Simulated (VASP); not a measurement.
# KCl (F-43m) in VASP: settings compared

KCl is run at these levels: r2SCAN, PBE0, r2SCANh; tasks: relaxation of cell and atoms, single point.

Everything below comes from runs of VASP 6.6.1. Logs are shortened: lines on timing, memory, paths and dates and some standing lists are left out, and cuts for length are marked.

**1. The cell of the first run**

The structure is cubic, space group F-43m (No. 216). Conventional cell: a = 7.067 Å, b = 7.067 Å, c = 7.067 Å, α = 90.00°, β = 90.00°, γ = 90.00°. Within 4.0 Å of K (site symmetry -43m) lie 4 Cl at 3.06 Å. Within 4.0 Å of Cl (site symmetry -43m) lie 4 K at 3.06 Å.

**2. Relaxation of cell and atoms, r2SCAN**

The input, POSCAR:

```
KCl
1.0
    0.0000000000      3.5337206842      3.5337206842
    3.5337206842      0.0000000000      3.5337206842
    3.5337206842      3.5337206842      0.0000000000
K Cl
1 1
Direct
    0.0000000000      0.0000000000      0.0000000000
    0.2500000000      0.2500000000      0.2500000000
```

The input, INCAR.step1:

```
SYSTEM = KCl
ALGO = Normal
EDIFF = 1E-4
ENCUT = 600
GGA = PE
ISMEAR = -1
LASPH = .True.
LCHARG = .False.
LREAL = .False.
LWAVE = .True.
NELM = 80
PREC = Accurate
SIGMA = 0.02
```

The input, INCAR.step2:

```
SYSTEM = KCl
ALGO = Normal
EDIFF = 1E-7
EDIFFG = -0.005
ENCUT = 600
IBRION = 2
ISIF = 3
ISMEAR = -1
ISTART = 1
LASPH = .True.
LCHARG = .False.
LMIXTAU = .True.
LREAL = .False.
LWAVE = .False.
METAGGA = R2SCAN
NELM = 80
NSW = 80
PREC = Accurate
SIGMA = 0.02
```

The input, KPOINTS:

```
k-points
0
Gamma
  6 6 6
  0 0 0
```

Potentials or basis: VASP PAW PBE potentials, release 64 (K_sv, Cl).

On the command line:

```console
$ cat potpaw_PBE.64/K_sv/POTCAR potpaw_PBE.64/Cl/POTCAR > POTCAR
$ cp INCAR.step1 INCAR
$ mpirun -np 1 vasp_std > vasp.out
$ cp INCAR.step2 INCAR
$ mpirun -np 1 vasp_std > vasp.out
```

OUTCAR:

```text
SYSTEM = KCl
   EDIFF = 1E-7
   EDIFFG = -0.005
   ENCUT = 600
   IBRION = 2
   ISIF = 3
   ISMEAR = -1
   ISTART = 1
   LASPH = .True.
   LREAL = .False.
   METAGGA = R2SCAN
   NELM = 80
   NSW = 80
   PREC = Accurate

 ion  position               nearest neighbor table
   1  0.000  0.000  0.000-   2 3.06   2 3.06   2 3.06   2 3.06
   2  0.250  0.250  0.250-   1 3.06   1 3.06   1 3.06   1 3.06

  LATTYP: Found a face centered cubic cell.
 ALAT       =     7.0674413684

  Lattice vectors:

 A1 = (   0.0000000000,   3.5337206842,   3.5337206842)
 A2 = (   3.5337206842,   0.0000000000,   3.5337206842)
 A3 = (   3.5337206842,   3.5337206842,   0.0000000000)

Analysis of symmetry for initial positions (statically):
=====================================================================
 Subroutine PRICEL returns:
 Original cell was already a primitive cell.

 Routine SETGRP: Setting up the symmetry group for a
 face centered cubic supercell.

 Subroutine GETGRP returns: Found 24 space group operations
 (whereof 24 operations were pure point group operations)
 out of a pool of 48 trial point group operations.

The static configuration has the point symmetry T_d .

Analysis of symmetry for dynamics (positions and initial velocities):
=====================================================================
 Subroutine PRICEL returns:
 Original cell was already a primitive cell.

 Routine SETGRP: Setting up the symmetry group for a
 face centered cubic supercell.

 Subroutine GETGRP returns: Found 24 space group operations
 (whereof 24 operations were pure point group operations)
 out of a pool of 48 trial point group operations.

The dynamic configuration has the point symmetry T_d .

 Subroutine INISYM returns: Found 24 space group operations
 (whereof 24 operations are pure point group operations),
 and found     1 'primitive' translations

----------------------------------------------------------------------------------------

                                     Primitive cell

  volume of cell :      88.2524

  direct lattice vectors                    reciprocal lattice vectors
     0.000000000  3.533720684  3.533720684    -0.141493922  0.141493922  0.141493922
     3.533720684  0.000000000  3.533720684     0.141493922 -0.141493922  0.141493922
     3.533720684  3.533720684  0.000000000     0.141493922  0.141493922 -0.141493922

  length of vectors
     4.997435717  4.997435717  4.997435717     0.245074662  0.245074662  0.245074662

  position of ions in fractional coordinates (direct lattice)
[... 64 lines left out ...]
   ISPIN  =      1    spin polarized calculation?
   LNONCOLLINEAR =      F non collinear calculations
   LSORBIT =      F    spin-orbit coupling
   LASPH  =      T    aspherical Exc in radial PAW
   ENCUT  =  600.0 eV  44.10 Ry    6.64 a.u.   9.98  9.98  9.98*2*pi/ulx,y,z
   NELM   =     80;   NELMIN=  2; NELMDL=  0     # of ELM steps
   EDIFF  = 0.1E-06   stopping-criterion for ELM
   LREAL  =      F    real-space projection
   EDIFFG = -.5E-02   stopping-criterion for IOM
   NSW    =     80    number of steps for IOM
   IBRION =      2    ionic relax: 0-MD 1-quasi-New 2-CG
   NFREE  =      1    steps in history (QN), initial steepest desc. (CG)
   ISIF   =      3    stress and relaxation
   ISYM   =      2    0-nonsym 1-usesym 2-fastsym
   POTIM  = 0.5000    time-step for ionic-motion
   TEBEG  =    0.0;   TEEND  =   0.0 temperature during run
   PSTRESS=    0.0 pullay stress
   NELECT =      16.0000    total number of electrons
   NUPDOWN=      -1.0000    fix difference up-down
   EMIN   =  10.00;   EMAX   =-10.00  energy-range for DOS
   EFERMI =   0.00;   METHOD = LEGACY
   ISMEAR =    -1;   SIGMA  =   0.02  broadening in eV -4-tet -1-fermi 0-gaus
   EFERMI_NEDOS =   21; number of points for ismear=-14 and -15
   IALGO  =     38    algorithm
   IMIX   =      4    mixing-type and parameters
     AMIX     =   0.40;   BMIX     =  1.00
     AMIX_MAG =   1.60;   BMIX_MAG =  1.00
  volume/ion in A,a.u.               =      44.13       297.78
  Fermi-wavevector in a.u.,A,eV,Ry     =   0.926558  1.750941 11.680734  0.858510
  Thomas-Fermi vector in A             =   2.052533
   LORBIT       =      0    0 simple, 1 ext, 2 COOP (PROOUT), +10 PAW based schemes
   METAGGA = R2SCAN    functional components
   LHFCALC =     F    Hartree Fock is set to
   AEXX    =    0.0000 exact exchange contribution
   IVDW    =     0    specifies the selected vdW correction
   LEPSILON=     F    determine dielectric tensor
   LRPA    =     F    only Hartree local field effects (RPA)
 conjugate gradient relaxation of ions
 non-spin polarized calculation
  energy-cutoff  :      600.00
  volume of cell :       88.25
 maximum number of plane-waves:      2966
   NGX = 19   NGY = 19   NGZ = 19

--------------------------------------- Ionic step        1  -------------------------------------------

 number of electron      15.9999998 magnetization

 Free energy of the ion-electron system (eV)
  ---------------------------------------------------
  ext. energy  EPLUGINS =         0.00000000
  ---------------------------------------------------
  free energy    TOTEN  =       -16.22212256 eV

  energy without entropy =      -16.22212256  energy(sigma->0) =      -16.22212256

------------------------ aborting loop because EDIFF is reached ----------------------------------------

  FORCE on cell =-STRESS in cart. coord.  units (eV):
  Direction    XX          YY          ZZ          XY          YZ          ZX
  --------------------------------------------------------------------------------------
  -------------------------------------------------------------------------------------
  Total       -0.1307702     -0.1307702     -0.1307702     -0.0000000      0.0000000      0.0000000
  in kB       -2.3740654     -2.3740654     -2.3740654     -0.0000000      0.0000000      0.0000000
  external PRESSURE =      -2.3740654 kB  Pullay stress =       0.0000000 kB
[... 95 lines left out ...]
--------------------------------------- Ionic step        4  -------------------------------------------

 number of electron      16.0000000 magnetization

 Free energy of the ion-electron system (eV)
  ---------------------------------------------------
  ext. energy  EPLUGINS =         0.00000000
  ---------------------------------------------------
  free energy    TOTEN  =       -16.22349306 eV

  energy without entropy =      -16.22349306  energy(sigma->0) =      -16.22349306

 E-fermi :  -3.0168     XC(G=0):  -6.3631

 val. band max:       -3.5999460563   @ k =   0.5000   0.5000   0.0000
 cond. band min:       1.7492937358   @ k =   0.0000   0.0000   0.0000
 fundamental gap:      5.3492397921
 Fermi energy:        -3.0168015954

 k-point     1 :       0.0000    0.0000    0.0000
  band No.  band energies     occupation
      1     -31.9534      2.00000
      2     -15.8925      2.00000
      3     -14.6759      2.00000
      4     -14.6759      2.00000
      5     -14.6759      2.00000
      6      -3.6363      2.00000
      7      -3.6363      2.00000
      8      -3.6363      2.00000
      9       1.7493      0.00000
     10       6.5357      0.00000
     11       6.5357      0.00000
     12       7.5394      0.00000
[... 252 lines left out ...]
  FREE ENERGIE OF THE ION-ELECTRON SYSTEM (eV)
  ---------------------------------------------------
  free  energy   TOTEN  =       -16.2234930619 eV

  energy  without entropy=      -16.2234930619  energy(sigma->0) =      -16.22349306

 reached required accuracy - stopping structural energy minimisation
```

OUTCAR.step1:

```text
SYSTEM = KCl
   EDIFF = 1E-4
   ENCUT = 600
   GGA = PE
   ISMEAR = -1
   LASPH = .True.
   LREAL = .False.
[... 448 lines left out ...]
      0.00000      0.00000      0.00000        -0.000000     -0.000000     -0.000000
      1.76686      1.76686      1.76686         0.000000      0.000000      0.000000
 -----------------------------------------------------------------------------------
    total drift:                               -0.000000     -0.000000     -0.000000

  FREE ENERGIE OF THE ION-ELECTRON SYSTEM (eV)
  ---------------------------------------------------
  free  energy   TOTEN  =        -6.6212511937 eV

  energy  without entropy=       -6.6212511937  energy(sigma->0) =       -6.62125119
```

OSZICAR.step1:

```text
N       E                     dE             d eps       ncg     rms          rms(c)
DAV:   1     0.118119607603E+03    0.11812E+03   -0.72394E+03   384   0.126E+03
DAV:   2     0.382242770065E+01   -0.11430E+03   -0.10492E+03   452   0.276E+02
DAV:   3    -0.660041513967E+01   -0.10423E+02   -0.10358E+02   484   0.774E+01
DAV:   4    -0.711165712868E+01   -0.51124E+00   -0.51078E+00   748   0.151E+01
DAV:   5    -0.711311474485E+01   -0.14576E-02   -0.14576E-02   496   0.824E-01    0.338E+00
DAV:   6    -0.663646492141E+01    0.47665E+00   -0.86553E-01   468   0.467E+00    0.266E+00
DAV:   7    -0.659269398814E+01    0.43771E-01   -0.21900E-01   480   0.260E+00    0.160E+00
DAV:   8    -0.661530863454E+01   -0.22615E-01   -0.28248E-02   552   0.139E+00    0.253E-01
DAV:   9    -0.661855838897E+01   -0.32498E-02   -0.27632E-03   496   0.329E-01    0.163E-01
DAV:  10    -0.662119952438E+01   -0.26411E-02   -0.17141E-03   404   0.335E-01    0.183E-02
DAV:  11    -0.662125119366E+01   -0.51669E-04   -0.41231E-05   332   0.578E-02
   1 F= -.66212512E+01 E0= -.66212512E+01  d E =-.181591E-12
```

Run time: 2.5 min. Hardware: 1 thread of Intel Xeon 6975P-C (Granite Rapids), shared host; peak memory 0.27 GiB.

What came out:

* Free energy: -16.2235 eV
* Relaxed volume: 43.23 Å³/atom
* Relaxed cell: a = 4.963 Å, b = 4.963 Å, c = 4.963 Å, α = 60.00°, β = 60.00°, γ = 60.00°
* Space group after relaxing (to 0.1 Å): F-43m (No. 216)
* Energy gained by relaxing: 0.7 meV/atom
* Ionic steps: 4
* Pressure after relaxing: 0.0 GPa
* Band gap on the k mesh: 5.35 eV (least direct gap 5.39 eV)

Step by step:
```
step  energy change (eV)  largest force (eV/Å)  pressure (GPa)  volume (Å³)
   1              0.0000                0.0000           -0.24        88.25
   2             -0.0010                0.0000           -0.13        87.42
   3             -0.0014                0.0000           -0.02        86.61
   4             -0.0014                0.0000            0.00        86.46
```

Final structure:
```xyz
2
Lattice="0.0000 3.5096 3.5096 3.5096 0.0000 3.5096 3.5096 3.5096 0.0000" Properties=species:S:1:pos:R:3 pbc="T T T"
K     0.0000    0.0000    0.0000
Cl    1.7548    1.7548    1.7548
```

Caveat: the structure was generated, so it needn't be the stable form of KCl; the PAW data sets were made with another functional, which shifts forces and pressure a little.

**3. Single point, PBE0**

This run uses another cell than the first one, of 43.14 Å³/atom.

The input, POSCAR:

```
KCl
1.0
    0.0000000000      3.5072828382      3.5072828382
    3.5072828382      0.0000000000      3.5072828382
    3.5072828382      3.5072828382      0.0000000000
K Cl
1 1
Direct
    0.0000000000      0.0000000000      0.0000000000
    0.2500000000      0.2500000000      0.2500000000
```

The input, INCAR.step1:

```
  PREC = Accurate
  ENCUT = 520
  EDIFF = 1E-5
  ISMEAR = 0
  SIGMA = 0.01
  LREAL = F
  LASPH = T
  NELM = 60
  ALGO = Normal
  ISIF = 2
  LWAVE = T
  GGA = PE
  NBANDS = 15
```

The input, INCAR.step2:

```
  PREC = Accurate
  ENCUT = 520
  EDIFF = 1E-7
  ISMEAR = 0
  SIGMA = 0.01
  LREAL = F
  LASPH = T
  NELM = 60
  ALGO = Normal
  ISIF = 2
  LWAVE = F
  LCHARG = T
  GGA = PE
  LHFCALC = T
  AEXX = 0.25
  PRECFOCK = Normal
  LELF = T
  LVHAR = T
  ISTART = 1
  NBANDS = 15
```

The input, KPOINTS:

```
Automatic mesh
0
Gamma
  4 4 4
```

Potentials or basis: VASP PAW PBE potentials, release 64 (K_sv, Cl).

On the command line:

```console
$ cat potpaw_PBE.64/K_sv/POTCAR potpaw_PBE.64/Cl/POTCAR > POTCAR
$ cp INCAR.step1 INCAR
$ mpirun -np 1 vasp_std > vasp.out
$ cp INCAR.step2 INCAR
$ mpirun -np 1 vasp_std > vasp.out
```

OUTCAR:

```text
PREC = Accurate
   ENCUT = 520
   EDIFF = 1E-7
   ISMEAR = 0
   LREAL = F
   LASPH = T
   NELM = 60
   ISIF = 2
   GGA = PE
   LHFCALC = T
   AEXX = 0.25
   PRECFOCK = Normal
   ISTART = 1

 ion  position               nearest neighbor table
   1  0.000  0.000  0.000-   2 3.04   2 3.04   2 3.04   2 3.04
   2  0.250  0.250  0.250-   1 3.04   1 3.04   1 3.04   1 3.04

  LATTYP: Found a face centered cubic cell.
 ALAT       =     7.0145656764

[... 321 lines left out ...]
     15       9.2043      0.00000

------------------------ aborting loop because EDIFF is reached ----------------------------------------

  FORCE on cell =-STRESS in cart. coord.  units (eV):
  Direction    XX          YY          ZZ          XY          YZ          ZX
  --------------------------------------------------------------------------------------
  -------------------------------------------------------------------------------------
  Total        0.0742071      0.0742071      0.0742071      0.0000000      0.0000000     -0.0000000
  in kB        1.3778876      1.3778876      1.3778876      0.0000000      0.0000000     -0.0000000
  external PRESSURE =       1.3778876 kB  Pullay stress =       0.0000000 kB

 VOLUME and BASIS-vectors are now :
 -----------------------------------------------------------------------------
  energy-cutoff  :      520.00
  volume of cell :       86.29
      direct lattice vectors                 reciprocal lattice vectors
     0.000000000  3.507282838  3.507282838    -0.142560501  0.142560501  0.142560501
     3.507282838  0.000000000  3.507282838     0.142560501 -0.142560501  0.142560501
     3.507282838  3.507282838  0.000000000     0.142560501  0.142560501 -0.142560501

 POSITION                                       TOTAL-FORCE (eV/Angst)
 -----------------------------------------------------------------------------------
      0.00000      0.00000      0.00000         0.000000      0.000000      0.000000
      1.75364      1.75364      1.75364        -0.000000     -0.000000     -0.000000
 -----------------------------------------------------------------------------------
    total drift:                               -0.000009      0.000010      0.000005

  FREE ENERGIE OF THE ION-ELECTRON SYSTEM (eV)
  ---------------------------------------------------
  free  energy   TOTEN  =        -8.1847846474 eV

  energy  without entropy=       -8.1847846474  energy(sigma->0) =       -8.18478465
```

OUTCAR.step1:

```text
PREC = Accurate
   ENCUT = 520
   EDIFF = 1E-5
   ISMEAR = 0
   LREAL = F
   LASPH = T
[... 346 lines left out ...]
 -----------------------------------------------------------------------------------
      0.00000      0.00000      0.00000        -0.000000      0.000000      0.000000
      1.75364      1.75364      1.75364         0.000000     -0.000000     -0.000000
 -----------------------------------------------------------------------------------
    total drift:                               -0.000000     -0.000000     -0.000000

  FREE ENERGIE OF THE ION-ELECTRON SYSTEM (eV)
  ---------------------------------------------------
  free  energy   TOTEN  =        -6.6185806112 eV

  energy  without entropy=       -6.6185806112  energy(sigma->0) =       -6.61858061
```

OSZICAR.step1:

```text
N       E                     dE             d eps       ncg     rms          rms(c)
DAV:   1     0.985065762092E+02    0.98507E+02   -0.67432E+03   240   0.916E+02
DAV:   2     0.132350873640E+01   -0.97183E+02   -0.89842E+02   311   0.217E+02
DAV:   3    -0.674218385425E+01   -0.80657E+01   -0.80306E+01   331   0.542E+01
DAV:   4    -0.709943605670E+01   -0.35725E+00   -0.35714E+00   391   0.102E+01
DAV:   5    -0.710223105712E+01   -0.27950E-02   -0.27949E-02   331   0.101E+00    0.348E+00
DAV:   6    -0.663222646228E+01    0.47000E+00   -0.70216E-01   310   0.376E+00    0.271E+00
DAV:   7    -0.659050781044E+01    0.41719E-01   -0.18840E-01   338   0.213E+00    0.164E+00
DAV:   8    -0.661366963097E+01   -0.23162E-01   -0.29103E-02   303   0.116E+00    0.308E-01
DAV:   9    -0.661588634109E+01   -0.22167E-02   -0.23423E-03   317   0.260E-01    0.164E-01
DAV:  10    -0.661852880063E+01   -0.26425E-02   -0.18382E-03   240   0.262E-01    0.322E-02
DAV:  11    -0.661856765926E+01   -0.38859E-04   -0.67044E-05   319   0.529E-02    0.769E-03
DAV:  12    -0.661858015619E+01   -0.12497E-04   -0.11178E-05   223   0.271E-02    0.731E-03
DAV:  13    -0.661858061120E+01   -0.45500E-06   -0.15658E-06   267   0.101E-02
   1 F= -.66185806E+01 E0= -.66185806E+01  d E =-.464682E-26
```

Wall time 3.8 min (1 thread of Intel Xeon 6975P-C (Granite Rapids), shared host); peak memory 0.24 GiB.

Results:

```
Free energy            : -8.1848 eV
Pressure               : 0.1 GPa
Band gap on the k mesh : 6.78 eV (least direct gap 6.81 eV)
```

Levels at points of the mesh, in eV from the valence-band top:
```tsv
k point	band 6	band 7	band 8	band 9	band 10	band 11
(0.00, 0.00, 0.00)	-0.03	-0.03	-0.03	6.78	11.79	11.79
(0.50, 0.00, 0.00)	-0.35	-0.01	-0.01	9.32	9.53	11.24
(0.50, 0.50, 0.00)	-0.41	0.00	0.00	8.71	9.82	12.17
```

Caveat: the structure was generated, so it needn't be the stable form of KCl; the PAW data sets were made with another functional, which shifts forces and pressure a little.

**4. Single point, r2SCANh**

This run uses another cell than the first one, of 43.14 Å³/atom.

POSCAR is that of step 3.

The input, INCAR.step1:

```
SYSTEM = KCl
PREC = Accurate
ENCUT = 520
EDIFF = 1E-5
ISMEAR = 0
SIGMA = 0.01
LREAL = .FALSE.
LASPH = .TRUE.
NELM = 100
ALGO = Normal
ISIF = 2
LWAVE = .TRUE.
LCHARG = .FALSE.
NBANDS = 15
GGA = PE
```

The input, INCAR.step2:

```
SYSTEM = KCl
PREC = Accurate
ENCUT = 520
EDIFF = 1E-6
ISMEAR = 0
SIGMA = 0.01
LREAL = .FALSE.
LASPH = .TRUE.
NELM = 100
ALGO = Normal
ISIF = 2
LWAVE = .FALSE.
LCHARG = .FALSE.
METAGGA = R2SCAN
LHFCALC = .TRUE.
AEXX = 0.1
LMIXTAU = .TRUE.
PRECFOCK = Normal
NBANDS = 15
ISTART = 1
```

The input, KPOINTS:

```
Automatic mesh
0
G
  4 4 4
  0 0 0
```

On the command line:

```console
$ cat potpaw_PBE.64/K_sv/POTCAR potpaw_PBE.64/Cl/POTCAR > POTCAR
$ cp INCAR.step1 INCAR
$ mpirun -np 1 vasp_std > vasp.out
$ cp INCAR.step2 INCAR
$ mpirun -np 1 vasp_std > vasp.out
```

It took 4.6 min on 1 thread of Intel Xeon 6975P-C (Granite Rapids), shared host; peak memory 0.28 GiB.

The run converged. Its results:

```yaml
Free_energy: -15.8690 eV
Pressure: 0.0 GPa
Band_gap_on_the_k_mesh: 6.04 eV (least direct gap 6.07 eV)
```

Levels at points of the mesh, in eV from the valence-band top:
```tsv
k point	band 4	band 5	band 6	band 7	band 8	band 9	band 10	band 11	band 12	band 13
(0.00, 0.00, 0.00)	-11.31	-11.31	-0.03	-0.03	-0.03	6.04	10.99	10.99	11.98	11.98
(0.50, 0.00, 0.00)	-11.32	-11.13	-0.34	-0.01	-0.01	8.51	8.81	10.46	10.46	12.14
(0.50, 0.50, 0.00)	-11.34	-11.06	-0.40	0.00	0.00	7.88	9.03	11.65	11.95	11.95
```

Caveat: the structure was generated, so it needn't be the stable form of KCl; the PAW data sets were made with another functional, which shifts forces and pressure a little. A k mesh can miss the band edges.

**5. Overview**

```csv
task,level,cell,k mesh,cutoff (eV),smearing,grid for exact exchange (PRECFOCK),share of exact exchange,gap on the mesh (eV),pressure (GPa)
relaxation of cell and atoms,r2SCAN,"relaxed from a = 4.997 Å, angles 60.0°, 2 atoms",6 × 6 × 6,600,fermi-dirac 0.02 eV,-,-,5.35,0.0
single point,PBE0,"a = 4.960 Å, angles 60.0°, 2 atoms",4 × 4 × 4,520,gaussian 0.01 eV,Normal,0.25,6.78,0.1
single point,r2SCANh,"a = 4.960 Å, angles 60.0°, 2 atoms",4 × 4 × 4,520,gaussian 0.01 eV,Normal,0.1,6.04,0.0
```

Alike in all rows: potentials or basis VASP PAW PBE potentials, release 64 (K_sv, Cl); no spin polarisation.

Caveats: the structure was generated, so it needn't be the stable form of KCl; the PAW data sets were made with another functional, which shifts forces and pressure a little.

Total energies depend on the potentials used, so only differences within one code and one set of settings carry meaning.
